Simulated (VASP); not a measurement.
# Si2Ni (Fm-3m) in VASP: further runs

Si2Ni is run at these levels: PBEsol; tasks: single point.

Program: VASP 6.6.1. These are calculated values, not measurements. Logs are shortened: lines on timing, memory, paths and dates and some standing lists are left out, and cuts for length are marked.

## Step 1: The cell of the first run

Symmetry: Fm-3m, No. 225, cubic system. The conventional cell has a = 5.391 Å, b = 5.391 Å, c = 5.391 Å, α = 90.00°, β = 90.00°, γ = 90.00°. Si (site symmetry -43m) has 4 Ni at 2.33 Å and 6 Si at 2.70 Å within 3.1 Å. Ni (site symmetry m-3m) has 8 Si at 2.33 Å within 3.1 Å.

## Step 2: Single point, PBEsol

INCAR reads:

```
SYSTEM = Si2Ni
PREC     = Accurate       ! precision mode
ENCUT    = 520            ! plane-wave cutoff, eV
EDIFF    = 1E-6           ! SCF threshold, eV
ISMEAR   = 0              ! smearing method
SIGMA    = 0.1            ! smearing width, eV
LREAL    = .False.        ! projectors in reciprocal space
LASPH    = .True.         ! aspherical terms in the spheres
NELM     = 60             ! most SCF steps
ALGO     = Normal         ! electronic algorithm
ISIF     = 2              ! what is computed and relaxed
LWAVE    = .False.        ! write WAVECAR
LCHARG   = .False.        ! write CHGCAR
GGA      = PS             ! functional
NBANDS   = 16             ! bands
```

KPOINTS reads:

```
Automatic mesh
0
Gamma
  14 14 14
  0 0 0
```

POSCAR reads:

```
Si2Ni
1.0
    0.0000000000      2.6957048553      2.6957048553
    2.6957048553      0.0000000000      2.6957048553
    2.6957048553      2.6957048553      0.0000000000
Si Ni
2 1
Direct
    0.2500000000      0.2500000000      0.2500000000
    0.7500000000      0.7500000000      0.7500000000
    0.0000000000      0.0000000000      0.0000000000
```

Potentials or basis: VASP PAW PBE potentials, release 64 (Si, Ni).

Launch:

```sh
$ cat potpaw_PBE.64/Si/POTCAR potpaw_PBE.64/Ni/POTCAR > POTCAR
$ mpirun -np 1 vasp_std > vasp.out
```

OUTCAR:

```text
SYSTEM = Si2Ni
   PREC = Accurate
   ENCUT = 520
   EDIFF = 1E-6
   ISMEAR = 0
   LREAL = .False.
   LASPH = .True.
   NELM = 60
   ISIF = 2
   GGA = PS

 ion  position               nearest neighbor table
   1  0.250  0.250  0.250-   3 2.33   3 2.33   3 2.33   3 2.33   2 2.70   2 2.70   2 2.70   2 2.70
                             2 2.70   2 2.70
   2  0.750  0.750  0.750-   3 2.33   3 2.33   3 2.33   3 2.33   1 2.70   1 2.70   1 2.70   1 2.70
                             1 2.70   1 2.70
   3  0.000  0.000  0.000-   2 2.33   2 2.33   2 2.33   1 2.33   1 2.33   1 2.33   2 2.33   1 2.33

  LATTYP: Found a face centered cubic cell.
 ALAT       =     5.3914097106

  Lattice vectors:

 A1 = (   0.0000000000,   2.6957048553,   2.6957048553)
 A2 = (   2.6957048553,   0.0000000000,   2.6957048553)
 A3 = (   2.6957048553,   2.6957048553,   0.0000000000)

Analysis of symmetry for initial positions (statically):
=====================================================================
 Subroutine PRICEL returns:
 Original cell was already a primitive cell.

 Routine SETGRP: Setting up the symmetry group for a
 face centered cubic supercell.

 Subroutine GETGRP returns: Found 48 space group operations
 (whereof 48 operations were pure point group operations)
 out of a pool of 48 trial point group operations.

The static configuration has the point symmetry O_h .

Analysis of symmetry for dynamics (positions and initial velocities):
=====================================================================
 Subroutine PRICEL returns:
 Original cell was already a primitive cell.

 Routine SETGRP: Setting up the symmetry group for a
 face centered cubic supercell.

 Subroutine GETGRP returns: Found 48 space group operations
 (whereof 48 operations were pure point group operations)
 out of a pool of 48 trial point group operations.

The dynamic configuration has the point symmetry O_h .

 Subroutine INISYM returns: Found 48 space group operations
 (whereof 48 operations are pure point group operations),
 and found     1 'primitive' translations

----------------------------------------------------------------------------------------

                                     Primitive cell

  volume of cell :      39.1784

  direct lattice vectors                    reciprocal lattice vectors
     0.000000000  2.695704855  2.695704855    -0.185480246  0.185480246  0.185480246
     2.695704855  0.000000000  2.695704855     0.185480246 -0.185480246  0.185480246
     2.695704855  2.695704855  0.000000000     0.185480246  0.185480246 -0.185480246

  length of vectors
     3.812302367  3.812302367  3.812302367     0.321261210  0.321261210  0.321261210

  position of ions in fractional coordinates (direct lattice)
     0.250000000  0.250000000  0.250000000
     0.750000000  0.750000000  0.750000000
     0.000000000  0.000000000  0.000000000

  ion indices of the primitive-cell ions
   primitive index   ion index
                 1           1
                 2           2
                 3           3

----------------------------------------------------------------------------------------

 KPOINTS: Automatic mesh

Automatic generation of k-mesh.
 Grid dimensions read from file:
 generate k-points for:   14   14   14

 Generating k-lattice:

  Cartesian coordinates                     Fractional coordinates (reciprocal lattice)
    -0.013248589  0.013248589  0.013248589     0.071428571  0.000000000  0.000000000
     0.013248589 -0.013248589  0.013248589     0.000000000  0.071428571  0.000000000
     0.013248589  0.013248589 -0.013248589     0.000000000  0.000000000  0.071428571

  Length of vectors
     0.022947229  0.022947229  0.022947229

  Shift w.r.t. Gamma in fractional coordinates (k-lattice)
     0.000000000  0.000000000  0.000000000

 Subroutine IBZKPT returns following result:
 ===========================================

 Found    104 irreducible k-points:

 Following reciprocal coordinates:
            Coordinates               Weight
  0.000000  0.000000  0.000000      1.000000
  0.071429  0.000000  0.000000      8.000000
  0.142857  0.000000  0.000000      8.000000
  0.214286  0.000000  0.000000      8.000000
  0.285714  0.000000  0.000000      8.000000
  0.357143  0.000000  0.000000      8.000000
[... 16 lines left out ...]
  0.214286  0.142857  0.000000     24.000000
  0.285714  0.142857  0.000000     24.000000
 [... further k-points ...]
   k-points           NKPTS =    104   k-points in BZ     NKDIM =    104   number of bands    NBANDS=     16
   number of dos      NEDOS =    301   number of ions     NIONS =      3
   total plane-waves  NPLWV =  21952
   dimension x,y,z NGX =    28 NGY =   28 NGZ =   28
   dimension x,y,z NGXF=    56 NGYF=   56 NGZF=   56
   ions per type =               2   1
   NGX,Y,Z   is equivalent  to a cutoff of  12.21, 12.21, 12.21 a.u.
   NGXF,Y,Z  is equivalent  to a cutoff of  24.42, 24.42, 24.42 a.u.
 SYSTEM =  Si2Ni
   PREC   = accura    normal or accurate (medium, high low for compatibility)
   ISTART =      0    job   : 0-new  1-cont  2-samecut
   ICHARG =      2    charge: 1-file 2-atom 10-const
   ISPIN  =      1    spin polarized calculation?
   LNONCOLLINEAR =      F non collinear calculations
   LSORBIT =      F    spin-orbit coupling
   LASPH  =      T    aspherical Exc in radial PAW
   ENCUT  =  520.0 eV  38.22 Ry    6.18 a.u.   7.09  7.09  7.09*2*pi/ulx,y,z
   NELM   =     60;   NELMIN=  2; NELMDL= -5     # of ELM steps
   EDIFF  = 0.1E-05   stopping-criterion for ELM
   LREAL  =      F    real-space projection
   EDIFFG = 0.1E-04   stopping-criterion for IOM
   NSW    =      0    number of steps for IOM
   IBRION =     -1    ionic relax: 0-MD 1-quasi-New 2-CG
   NFREE  =      0    steps in history (QN), initial steepest desc. (CG)
   ISIF   =      2    stress and relaxation
   ISYM   =      2    0-nonsym 1-usesym 2-fastsym
   POTIM  = 0.5000    time-step for ionic-motion
   TEBEG  =    0.0;   TEEND  =   0.0 temperature during run
   PSTRESS=    0.0 pullay stress
   NELECT =      18.0000    total number of electrons
   NUPDOWN=      -1.0000    fix difference up-down
   EMIN   =  10.00;   EMAX   =-10.00  energy-range for DOS
   EFERMI =   0.00;   METHOD = LEGACY
   ISMEAR =     0;   SIGMA  =   0.10  broadening in eV -4-tet -1-fermi 0-gaus
   EFERMI_NEDOS =   21; number of points for ismear=-14 and -15
   IALGO  =     38    algorithm
   IMIX   =      4    mixing-type and parameters
     AMIX     =   0.40;   BMIX     =  1.00
     AMIX_MAG =   1.60;   BMIX_MAG =  1.00
  volume/ion in A,a.u.               =      13.06        88.13
  Fermi-wavevector in a.u.,A,eV,Ry     =   1.263233  2.387163 21.711587  1.595757
  Thomas-Fermi vector in A             =   2.396600
   LORBIT       =      0    0 simple, 1 ext, 2 COOP (PROOUT), +10 PAW based schemes
   GGA     = PS    functional components
   LHFCALC =     F    Hartree Fock is set to
   AEXX    =    0.0000 exact exchange contribution
   IVDW    =     0    specifies the selected vdW correction
   LEPSILON=     F    determine dielectric tensor
   LRPA    =     F    only Hartree local field effects (RPA)
 non-spin polarized calculation
 Gauss-broadening in eV      SIGMA  =   0.10
  energy-cutoff  :      520.00
  volume of cell :       39.18
 maximum number of plane-waves:      1067
   NGX = 15   NGY = 15   NGZ = 15

 number of electron      17.9999996 magnetization

 Free energy of the ion-electron system (eV)
  ---------------------------------------------------
  ext. energy  EPLUGINS =         0.00000000
  ---------------------------------------------------
  free energy    TOTEN  =       -18.98370121 eV

  energy without entropy =      -18.97934856  energy(sigma->0) =      -18.98152489

 E-fermi :  10.5297     XC(G=0): -11.7353

 val. band max:       10.4749682251   @ k =  -0.0714   0.0714   0.0000
 cond. band min:      10.5556006871   @ k =  -0.2143   0.1429   0.0000
 fundamental gap:      0.0806324620
 Fermi energy:        10.5297041647

 k-point     1 :       0.0000    0.0000    0.0000
  band No.  band energies     occupation
      1      -3.4488      2.00000
      2       5.2167      2.00000
      3       5.2167      2.00000
      4       5.2167      2.00000
      5       6.9225      2.00000
      6       6.9225      2.00000
[... 8 lines left out ...]
     15      15.2084      0.00000
     16      15.2084      0.00000

 k-point     2 :       0.0714    0.0000    0.0000
  band No.  band energies     occupation
      1      -3.3725      2.00000
      2       5.0647      2.00000
      3       5.2411      2.00000
      4       5.2411      2.00000
      5       6.9076      2.00000
      6       6.9076      2.00000
[... 8 lines left out ...]
     15      14.8912      0.00000
     16      15.0629      0.00000

 k-point     3 :       0.1429    0.0000    0.0000
  band No.  band energies     occupation
      1      -3.1447      2.00000
      2       4.6300      2.00000
      3       5.3096      2.00000
      4       5.3096      2.00000
      5       6.8724      2.00000
      6       6.8724      2.00000
[... 8 lines left out ...]
     15      14.7244      0.00000
     16      15.0966      0.00000

 k-point     4 :       0.2143    0.0000    0.0000
  band No.  band energies     occupation
      1      -2.7682      2.00000
      2       3.9548      2.00000
      3       5.4074      2.00000
      4       5.4074      2.00000
      5       6.8429      2.00000
      6       6.8429      2.00000
[... 8 lines left out ...]
     15      15.4222      0.00000
     16      16.1255      0.00000

 k-point     5 :       0.2857    0.0000    0.0000
  band No.  band energies     occupation
      1      -2.2486      2.00000
      2       3.0920      2.00000
      3       5.5086      2.00000
      4       5.5086      2.00000
      5       6.8543      2.00000
      6       6.8543      2.00000
[... 8 lines left out ...]
     15      16.4616      0.00000
     16      17.1866      0.00000

 k-point     6 :       0.3571    0.0000    0.0000
  band No.  band energies     occupation
      1      -1.5955      2.00000
      2       2.1187      2.00000
      3       5.5851      2.00000
      4       5.5851      2.00000
      5       6.9305      2.00000
      6       6.9305      2.00000
[... 8 lines left out ...]
     15      17.6481      0.00000
     16      18.3241      0.00000
[... 267 lines left out ...]
 k-point    21 :      -0.0714    0.0714    0.0000
  band No.  band energies     occupation
      1      -3.2457      2.00000
      2       4.8539      2.00000
      3       5.2264      2.00000
      4       5.3051      2.00000
      5       6.8442      2.00000
      6       6.9243      2.00000
[... 8 lines left out ...]
     15      14.6371      0.00000
     16      15.5000      0.00000

 k-point    22 :       0.1429    0.1429    0.0000
  band No.  band energies     occupation
      1      -3.0434      2.00000
      2       4.6891      2.00000
      3       5.2582      2.00000
      4       5.2582      2.00000
      5       6.6576      2.00000
      6       6.9975      2.00000
[... 8 lines left out ...]
     15      15.8786      0.00000
     16      15.8786      0.00000

 k-point    23 :       0.2143    0.1429    0.0000
  band No.  band energies     occupation
      1      -2.7671      2.00000
      2       4.3176      2.00000
      3       5.3024      2.00000
      4       5.3278      2.00000
      5       6.5098      2.00000
      6       7.0260      2.00000
[... 8 lines left out ...]
     15      16.5678      0.00000
     16      16.6705      0.00000

 k-point    24 :       0.2857    0.1429    0.0000
  band No.  band energies     occupation
      1      -2.3448      2.00000
      2       3.6977      2.00000
      3       5.3798      2.00000
      4       5.4217      2.00000
      5       6.3858      2.00000
      6       7.0550      2.00000
[... 8 lines left out ...]
     15      17.5570      0.00000
     16      17.8027      0.00000

 [... further k-points ...]
[... 5 lines left out ...]
  --------------------------------------------------------------------------------------
  -------------------------------------------------------------------------------------
  Total        0.0178094      0.0178094      0.0178094      0.0000000      0.0000000      0.0000000
  in kB        0.7283046      0.7283046      0.7283046      0.0000000      0.0000000      0.0000000
  external PRESSURE =       0.7283046 kB  Pullay stress =       0.0000000 kB

 VOLUME and BASIS-vectors are now :
 -----------------------------------------------------------------------------
  energy-cutoff  :      520.00
  volume of cell :       39.18
      direct lattice vectors                 reciprocal lattice vectors
     0.000000000  2.695704855  2.695704855    -0.185480246  0.185480246  0.185480246
     2.695704855  0.000000000  2.695704855     0.185480246 -0.185480246  0.185480246
     2.695704855  2.695704855  0.000000000     0.185480246  0.185480246 -0.185480246

 POSITION                                       TOTAL-FORCE (eV/Angst)
 -----------------------------------------------------------------------------------
      1.34785      1.34785      1.34785         0.000000      0.000000      0.000000
      4.04356      4.04356      4.04356        -0.000000     -0.000000     -0.000000
      0.00000      0.00000      0.00000         0.000000      0.000000      0.000000
 -----------------------------------------------------------------------------------
    total drift:                               -0.000000     -0.000000      0.000000

  FREE ENERGIE OF THE ION-ELECTRON SYSTEM (eV)
  ---------------------------------------------------
  free  energy   TOTEN  =       -18.9837012142 eV

  energy  without entropy=      -18.9793485623  energy(sigma->0) =      -18.98152489
```

Wall time 24 s (1 thread of Intel Xeon 6975P-C (Granite Rapids), shared host); peak memory 0.19 GiB.

What came out:

```
Free energy            : -18.9837 eV
Pressure               : 0.1 GPa
Band gap on the k mesh : zero (band 9 reaches 12.21 eV, above the bottom of band 10 at 10.08 eV)
```

Caveat: the PAW data sets were made with another functional, which shifts forces and pressure a little. Spin polarisation is off, so any magnetic state and its effect on volume and gap are missing.

## Step 3: Single point, PBEsol

This run uses another cell than the first one: it holds 6 atoms, not 3.

INCAR reads:

```
PREC = Accurate
ENCUT = 520
EDIFF = 1E-6
ISMEAR = 0
SIGMA = 0.15
LREAL = False
LASPH = True
NELM = 60
ALGO = Normal
ISIF = 2
LWAVE = False
LCHARG = True
GGA = PS
LELF = True
LVHAR = True
NBANDS = 27
```

KPOINTS reads:

```
regular mesh
0
Gamma
  10 10 6
```

POSCAR reads:

```
Si2Ni
1.0
    0.0000000000     -2.6957048553     -2.6957048553
    0.0000000000      2.6957048553     -2.6957048553
    5.3914097106      0.0000000000      0.0000000000
Si Ni
4 2
Direct
    0.0000000000      0.5000000000      0.7500000000
    0.5000000000      0.0000000000      0.2500000000
    0.0000000000      0.5000000000      0.2500000000
    0.5000000000      0.0000000000      0.7500000000
    0.5000000000      0.5000000000      0.5000000000
    0.0000000000      1.0000000000      0.0000000000
```

Potentials or basis: VASP PAW PBE potentials, release 64 (Si, Ni).

Launch:

```sh
$ cat potpaw_PBE.64/Si/POTCAR potpaw_PBE.64/Ni/POTCAR > POTCAR
$ mpirun -np 1 vasp_std > vasp.out
```

OUTCAR:

```text
PREC = Accurate
   ENCUT = 520
   EDIFF = 1E-6
   ISMEAR = 0
   LREAL = False
   LASPH = True
   NELM = 60
   ISIF = 2
   GGA = PS

 ion  position               nearest neighbor table
   1  0.000  0.500  0.750-   5 2.33   6 2.33   6 2.33   5 2.33   3 2.70   4 2.70   3 2.70   4 2.70
                             4 2.70   4 2.70
   2  0.500  0.000  0.250-   5 2.33   6 2.33   5 2.33   6 2.33   4 2.70   3 2.70   3 2.70   3 2.70
                             4 2.70   3 2.70
   3  0.000  0.500  0.250-   5 2.33   6 2.33   6 2.33   5 2.33   1 2.70   2 2.70   1 2.70   2 2.70
                             2 2.70   2 2.70
   4  0.500  0.000  0.750-   5 2.33   6 2.33   5 2.33   6 2.33   2 2.70   1 2.70   1 2.70   1 2.70
                             2 2.70   1 2.70
   5  0.500  0.500  0.500-   1 2.33   2 2.33   3 2.33   4 2.33   2 2.33   4 2.33   1 2.33   3 2.33

   6  0.000  0.000  0.000-   1 2.33   2 2.33   3 2.33   4 2.33   1 2.33   3 2.33   2 2.33   4 2.33

  LATTYP: Found a simple tetragonal cell.
 ALAT       =     3.8123023665
 C/A-ratio  =     1.4142135624

  Lattice vectors:

 A1 = (   0.0000000000,  -2.6957048553,  -2.6957048553)
 A2 = (   0.0000000000,   2.6957048553,  -2.6957048553)
 A3 = (   5.3914097106,   0.0000000000,   0.0000000000)

Analysis of symmetry for initial positions (statically):
[... 197 lines left out ...]
 val. band max:       10.4795066552   @ k =   0.4000   0.3000   0.1667
 cond. band min:      10.5068134090   @ k =   0.4000   0.4000   0.0000
 fundamental gap:      0.0273067539
 Fermi energy:        10.5019293561

 k-point     1 :       0.0000    0.0000    0.0000
  band No.  band energies     occupation
      1      -3.4486      2.00000
      2       0.5973      2.00000
      3       2.3538      2.00000
      4       3.1417      2.00000
      5       5.2145      2.00000
      6       5.2145      2.00000
[... 709 lines left out ...]
     26      15.2203      0.00000
     27      15.4479      0.00000

 [... further k-points ...]
[... 5 lines left out ...]
  --------------------------------------------------------------------------------------
  -------------------------------------------------------------------------------------
  Total       -0.0473478      0.1712939      0.1712939      0.0000000      0.0000000     -0.0000000
  in kB       -0.9681286      3.5024785      3.5024785      0.0000000      0.0000000     -0.0000000
  external PRESSURE =       2.0122761 kB  Pullay stress =       0.0000000 kB

 VOLUME and BASIS-vectors are now :
 -----------------------------------------------------------------------------
  energy-cutoff  :      520.00
  volume of cell :       78.36
      direct lattice vectors                 reciprocal lattice vectors
     0.000000000 -2.695704855 -2.695704855     0.000000000 -0.185480246 -0.185480246
     0.000000000  2.695704855 -2.695704855     0.000000000  0.185480246 -0.185480246
     5.391409711  0.000000000  0.000000000     0.185480246  0.000000000  0.000000000

 POSITION                                       TOTAL-FORCE (eV/Angst)
 -----------------------------------------------------------------------------------
      4.04356      1.34785     -1.34785         0.000000      0.000000      0.000000
      1.34785     -1.34785     -1.34785         0.000000      0.000000      0.000000
      1.34785      1.34785     -1.34785         0.000000     -0.000000     -0.000000
      4.04356     -1.34785     -1.34785         0.000000     -0.000000     -0.000000
      2.69570      0.00000     -2.69570        -0.000000     -0.000000      0.000000
      0.00000      0.00000      0.00000         0.000000      0.000000     -0.000000
 -----------------------------------------------------------------------------------
    total drift:                                0.000000      0.000000     -0.000000

  FREE ENERGIE OF THE ION-ELECTRON SYSTEM (eV)
  ---------------------------------------------------
  free  energy   TOTEN  =       -37.9765681632 eV

  energy  without entropy=      -37.9564019474  energy(sigma->0) =      -37.96648506
```

Run time: 60 s. Hardware: 1 thread of Intel Xeon 6975P-C (Granite Rapids), shared host; peak memory 0.27 GiB.

Results:

```
Free energy            : -37.9766 eV
Pressure               : 0.2 GPa
Band gap on the k mesh : zero (band 18 reaches 11.81 eV, above the bottom of band 19 at 10.07 eV)
```

Caveat: the PAW data sets were made with another functional, which shifts forces and pressure a little.

(Part 1 of 2 ends here.)
